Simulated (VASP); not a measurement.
The system is HfSiO4.

```xyz
12
Lattice="-3.2767 3.2767 2.9822 3.2767 -3.2767 2.9822 3.2767 3.2767 -2.9822" Properties=species:S:1:pos:R:3 pbc="T T T"
Hf    0.0000    0.0000    0.0000
Hf    0.0000    3.2767    1.4911
Si    3.2767    0.0000    1.4911
Si    0.0000    0.0000    2.9822
O     3.2767    2.0636   -1.0784
O     4.4898    0.0000    0.4127
O     2.0636    0.0000    0.4127
O     0.0000    1.2131    1.9039
O     2.0636    3.2767    1.0784
O     3.2767    1.2131    2.5695
O     3.2767   -1.2131    2.5695
O     1.2131    0.0000    4.0606
```

| Property | Result |
| --- | --- |
| Program | VASP 6.6.1 |
| Task | relaxation of cell and atoms |
| Functional | PBE |
| Potentials or basis | VASP PAW PBE potentials, release 64 (Hf_pv, Si, O) |
| Cutoff | 600 eV |
| k mesh | 4 × 4 × 4 |
| Occupations | gaussian, width 0.1 eV |
| Spin | no spin polarisation |

At the start: pressure 6.4 GPa; volume 10.67 Å³/atom.

Q: Where does the relaxation end?

A: Over 6 steps the energy falls by 5.6 meV/atom and the volume is 10.95 Å³/atom (+2.6 %); space group I4_1/amd (No. 141, to 0.1 Å) before and after.

Step by step:
```tsv
step	energy change (eV)	largest force (eV/Å)	pressure (GPa)	volume (Å³)
1	0.0000	0.2651	6.44	128.08
2	0.1076	0.8276	-8.54	136.20
3	-0.0631	0.1891	0.31	131.06
4	-0.0631	0.1806	0.42	131.00
5	-0.0651	0.1595	-0.28	131.73
6	-0.0670	0.0423	0.00	131.43
```

Final structure:
```yaml
crystal:
  lattice:
    - [-3.30599, 3.30599, 3.00634]
    - [3.30599, -3.30599, 3.00634]
    - [3.30599, 3.30599, -3.00634]
  atoms:
    - { symbol: Hf, position: [0.00000, 0.00000, 0.00000] }
    - { symbol: Hf, position: [0.75000, 0.25000, 0.50000] }
    - { symbol: Si, position: [0.25000, 0.75000, 0.50000] }
    - { symbol: Si, position: [0.50000, 0.50000, 0.00000] }
    - { symbol: O, position: [0.13389, 0.31899, 0.81490] }
    - { symbol: O, position: [0.06899, 0.75409, 0.68510] }
    - { symbol: O, position: [0.06899, 0.38389, 0.31490] }
    - { symbol: O, position: [0.50409, 0.31899, 0.18510] }
    - { symbol: O, position: [0.68101, 0.49591, 0.81490] }
    - { symbol: O, position: [0.61611, 0.93101, 0.68510] }
    - { symbol: O, position: [0.24591, 0.93101, 0.31490] }
    - { symbol: O, position: [0.68101, 0.86611, 0.18510] }
```

Caveat: the relaxation stopped at a loose force limit of 0.05 eV/Å, so its end isn't a converged minimum.
